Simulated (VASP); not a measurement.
# GeN2 in VASP: notebook, part 2 of 2

VASP 6.6.1. The steps go on from the part before.

**3. Single point, PBE**

Input file INCAR:

```
SYSTEM = GeN2
PREC = Accurate ; ENCUT = 520
EDIFF = 1E-6 ; ISMEAR = 0
SIGMA = 0.1 ; LREAL = .FALSE.
LASPH = .TRUE. ; NELM = 100
ALGO = Normal ; ISIF = 2
LWAVE = .FALSE. ; LCHARG = .FALSE.
LDIPOL = .TRUE. ; IDIPOL = 3
DIPOL = 0.5 0.5 0.500 ; GGA = PE
NBANDS = 19
```

Input file KPOINTS:

```
regular mesh
0
G
  6 6 1
  0 0 0
```

Input file POSCAR:

```
GeN2
1.0
    2.9792139800      0.0000000000      0.0000000000
   -1.4186786400      2.6279860900      0.0000000000
    0.0000000000      0.0000000000     17.0000000000
Ge N
1 2
Direct
    0.0000000000      0.0000000000      0.5000000000
    0.6417691400      0.2851402700      0.4382069200
    0.3582308600      0.7148597300      0.5617930800
```

Potentials or basis: VASP PAW PBE potentials, release 64 (Ge_d, N).

Command:

```bash
cat potpaw_PBE.64/Ge_d/POTCAR potpaw_PBE.64/N/POTCAR > POTCAR
mpirun -np 1 vasp_std > vasp.out
```

OUTCAR:

```text
SYSTEM = GeN2
   PREC = Accurate
   ENCUT = 520
   EDIFF = 1E-6
   ISMEAR = 0
   LREAL = .FALSE.
   LASPH = .TRUE.
   NELM = 100
   ISIF = 2
   GGA = PE

 ion  position               nearest neighbor table
   1  0.000  0.000  0.500-   2 1.96   3 1.96   2 1.98   3 1.98   2 2.15   3 2.15
   2  0.642  0.285  0.438-   1 1.96   1 1.98   1 2.15
   3  0.358  0.715  0.562-   1 1.96   1 1.98   1 2.15

  LATTYP: Found a simple monoclinic cell.
 ALAT       =     2.9792139800
 B/A-ratio  =     5.7062030838
 C/A-ratio  =     1.0024331270
 COS(beta)  =    -0.4750364366

  Lattice vectors:

 A1 = (   2.9792139800,   0.0000000000,   0.0000000000)
 A2 = (   0.0000000000,   0.0000000000, -17.0000000000)
 A3 = (  -1.4186786400,   2.6279860900,   0.0000000000)

Analysis of symmetry for initial positions (statically):
=====================================================================
 Subroutine PRICEL returns:
 Original cell was already a primitive cell.

 Routine SETGRP: Setting up the symmetry group for a
 simple monoclinic supercell.

 Subroutine GETGRP returns: Found  2 space group operations
 (whereof  2 operations were pure point group operations)
 out of a pool of  4 trial point group operations.

The static configuration has the point symmetry S_2 .

Analysis of symmetry for dynamics (positions and initial velocities):
=====================================================================
 Subroutine PRICEL returns:
 Original cell was already a primitive cell.

 Routine SETGRP: Setting up the symmetry group for a
 simple monoclinic supercell.

 Subroutine GETGRP returns: Found  2 space group operations
 (whereof  2 operations were pure point group operations)
 out of a pool of  4 trial point group operations.

The dynamic configuration has the point symmetry S_2 .

 Subroutine INISYM returns: Found  2 space group operations
 (whereof  2 operations are pure point group operations),
 and found     1 'primitive' translations

----------------------------------------------------------------------------------------

                                     Primitive cell

  volume of cell :     133.0987

  direct lattice vectors                    reciprocal lattice vectors
     2.979213980  0.000000000  0.000000000     0.335659005  0.181200449  0.000000000
    -1.418678640  2.627986090  0.000000000     0.000000000  0.380519518  0.000000000
     0.000000000  0.000000000 17.000000000     0.000000000  0.000000000  0.058823529

  length of vectors
     2.979213980  2.986462786 17.000000000     0.381445370  0.380519518  0.058823529

  position of ions in fractional coordinates (direct lattice)
     0.000000000  0.000000000  0.500000000
     0.641769140  0.285140270  0.438206920
     0.358230860  0.714859730  0.561793080

  ion indices of the primitive-cell ions
   primitive index   ion index
                 1           1
                 2           2
                 3           3

[... 24 lines left out ...]
 Found     20 irreducible k-points:

 Following reciprocal coordinates:
            Coordinates               Weight
  0.000000  0.000000  0.000000      1.000000
  0.166667  0.000000  0.000000      2.000000
  0.333333  0.000000  0.000000      2.000000
  0.500000  0.000000  0.000000      1.000000
  0.000000  0.166667  0.000000      2.000000
  0.166667  0.166667  0.000000      2.000000
[... 12 lines left out ...]
  0.333333  0.500000  0.000000      2.000000
  0.500000  0.500000  0.000000      1.000000
   k-points           NKPTS =     20   k-points in BZ     NKDIM =     20   number of bands    NBANDS=     19
   number of dos      NEDOS =    301   number of ions     NIONS =      3
   total plane-waves  NPLWV =  72576
   dimension x,y,z NGX =    24 NGY =   24 NGZ =  126
   dimension x,y,z NGXF=    48 NGYF=   48 NGZF=  252
   ions per type =               1   2
   NGX,Y,Z   is equivalent  to a cutoff of  13.39, 13.36, 12.32 a.u.
   NGXF,Y,Z  is equivalent  to a cutoff of  26.78, 26.72, 24.64 a.u.
 SYSTEM =  GeN2
   PREC   = accura    normal or accurate (medium, high low for compatibility)
   ISTART =      0    job   : 0-new  1-cont  2-samecut
   ICHARG =      2    charge: 1-file 2-atom 10-const
   ISPIN  =      1    spin polarized calculation?
   LNONCOLLINEAR =      F non collinear calculations
   LSORBIT =      F    spin-orbit coupling
   LASPH  =      T    aspherical Exc in radial PAW
   ENCUT  =  520.0 eV  38.22 Ry    6.18 a.u.   5.54  5.55 31.61*2*pi/ulx,y,z
   NELM   =    100;   NELMIN=  2; NELMDL= -5     # of ELM steps
   EDIFF  = 0.1E-05   stopping-criterion for ELM
   LREAL  =      F    real-space projection
   EDIFFG = 0.1E-04   stopping-criterion for IOM
   NSW    =      0    number of steps for IOM
   IBRION =     -1    ionic relax: 0-MD 1-quasi-New 2-CG
   NFREE  =      0    steps in history (QN), initial steepest desc. (CG)
   ISIF   =      2    stress and relaxation
   ISYM   =      2    0-nonsym 1-usesym 2-fastsym
   POTIM  = 0.5000    time-step for ionic-motion
   TEBEG  =    0.0;   TEEND  =   0.0 temperature during run
   PSTRESS=    0.0 pullay stress
   NELECT =      24.0000    total number of electrons
   NUPDOWN=      -1.0000    fix difference up-down
   EMIN   =  10.00;   EMAX   =-10.00  energy-range for DOS
   EFERMI =   0.00;   METHOD = LEGACY
   ISMEAR =     0;   SIGMA  =   0.10  broadening in eV -4-tet -1-fermi 0-gaus
   EFERMI_NEDOS =   21; number of points for ismear=-14 and -15
   IALGO  =     38    algorithm
   IMIX   =      4    mixing-type and parameters
     AMIX     =   0.40;   BMIX     =  1.00
     AMIX_MAG =   1.60;   BMIX_MAG =  1.00
  volume/ion in A,a.u.               =      44.37       299.40
  Fermi-wavevector in a.u.,A,eV,Ry     =   0.924884  1.747778 11.638570  0.855411
  Thomas-Fermi vector in A             =   2.050678
   LORBIT       =      0    0 simple, 1 ext, 2 COOP (PROOUT), +10 PAW based schemes
   GGA     = PE    functional components
   LHFCALC =     F    Hartree Fock is set to
   AEXX    =    0.0000 exact exchange contribution
   IVDW    =     0    specifies the selected vdW correction
   LEPSILON=     F    determine dielectric tensor
   LRPA    =     F    only Hartree local field effects (RPA)
 non-spin polarized calculation
 Gauss-broadening in eV      SIGMA  =   0.10
  energy-cutoff  :      520.00
  volume of cell :      133.10
 maximum number of plane-waves:      3622
 NGX is ok and might be reduce to    24
   NGX = 11   NGY = 11   NGZ = 63

 dipolmoment           0.000000      0.000000      0.000000 electrons x Angstroem

 number of electron      23.9999997 magnetization

 dipolmoment           0.000000      0.000000     -0.000000 electrons x Angstroem

 Free energy of the ion-electron system (eV)
  ---------------------------------------------------
  ext. energy  EPLUGINS =         0.00000000
  ---------------------------------------------------
  free energy    TOTEN  =       -16.70241005 eV

  energy without entropy =      -16.67493647  energy(sigma->0) =      -16.68867326

 E-fermi :  -4.2784     XC(G=0):  -3.5001

 val. band max:       -4.2971478833   @ k =   0.0000   0.1667   0.0000
 cond. band min:      -4.2757729343   @ k =  -0.1667   0.1667   0.0000
 fundamental gap:      0.0213749490
 Fermi energy:        -4.2784023358

 k-point     1 :       0.0000    0.0000    0.0000
  band No.  band energies     occupation
      1     -28.1879      2.00000
      2     -28.1495      2.00000
      3     -28.1235      2.00000
      4     -28.0590      2.00000
      5     -28.0429      2.00000
      6     -21.3786      2.00000
[... 417 lines left out ...]
      6     -18.4702      2.00000
[... 11 lines left out ...]
     18       7.6337      0.00000
     19       8.0417      0.00000

------------------------ aborting loop because EDIFF is reached ----------------------------------------

 vacuum level on the upper side and lower side of the slab       (xc-potential included)        -0.157        -0.157

  FORCE on cell =-STRESS in cart. coord.  units (eV):
  Direction    XX          YY          ZZ          XY          YZ          ZX
  --------------------------------------------------------------------------------------
  -------------------------------------------------------------------------------------
  Total        1.5674908     -1.1899738     -2.6862050     -0.3517867      0.0241317      0.3593235
  in kB       18.8686968    -14.3243300    -32.3352372     -4.2346384      0.2904863      4.3253630
  external PRESSURE =      -9.2636234 kB  Pullay stress =       0.0000000 kB

 VOLUME and BASIS-vectors are now :
 -----------------------------------------------------------------------------
  energy-cutoff  :      520.00
  volume of cell :      133.10
      direct lattice vectors                 reciprocal lattice vectors
     2.979213980  0.000000000  0.000000000     0.335659005  0.181200449  0.000000000
    -1.418678640  2.627986090  0.000000000     0.000000000  0.380519518  0.000000000
     0.000000000  0.000000000 17.000000000     0.000000000  0.000000000  0.058823529

 POSITION                                       TOTAL-FORCE (eV/Angst)
 -----------------------------------------------------------------------------------
      0.00000      0.00000      8.50000         0.000000      0.000000      0.000000
      1.50745      0.74934      7.44952        -0.171110     -0.011771      1.263571
      0.05309      1.87864      9.55048         0.171110      0.011771     -1.263571
 -----------------------------------------------------------------------------------
    total drift:                               -0.000000      0.000000      0.000000

  FREE ENERGIE OF THE ION-ELECTRON SYSTEM (eV)
  ---------------------------------------------------
  free  energy   TOTEN  =       -16.7024100469 eV

  energy  without entropy=      -16.6749364686  energy(sigma->0) =      -16.68867326

 vacuum level on the upper side and lower side of the slab         2.822         2.822
```

It took 48 s on 1 thread of AMD EPYC 9R45 (Zen 5), shared host; peak memory 0.22 GiB.

What came out:

| Item | Value |
| --- | --- |
| Free energy | -16.7024 eV |
| Largest force | 1.275 eV/Å |
| Band gap on the k mesh | zero (bands 12 and 13 overlap by 0.08 eV) |

Forces on the atoms (eV/Å):
```
Ge   0.000  0.000  0.000
N   -0.171 -0.012  1.264
N    0.171  0.012 -1.264
```

Levels at points of the mesh, in eV from the Fermi level:
```tsv
k point	band 10	band 11	band 12	band 13	band 14	band 15
(0.00, 0.00, 0.00)	-0.44	-0.40	-0.18	0.14	4.10	6.25
(0.50, 0.00, 0.00)	-2.76	-1.52	-0.27	0.19	4.90	7.73
(0.00, 0.50, 0.00)	-2.96	-1.01	-0.35	-0.08	4.11	7.96
(0.50, 0.50, 0.00)	-3.07	-1.54	-0.45	0.11	4.66	7.29
```

Caveat: the k points lie up to 0.40 Å⁻¹ apart.
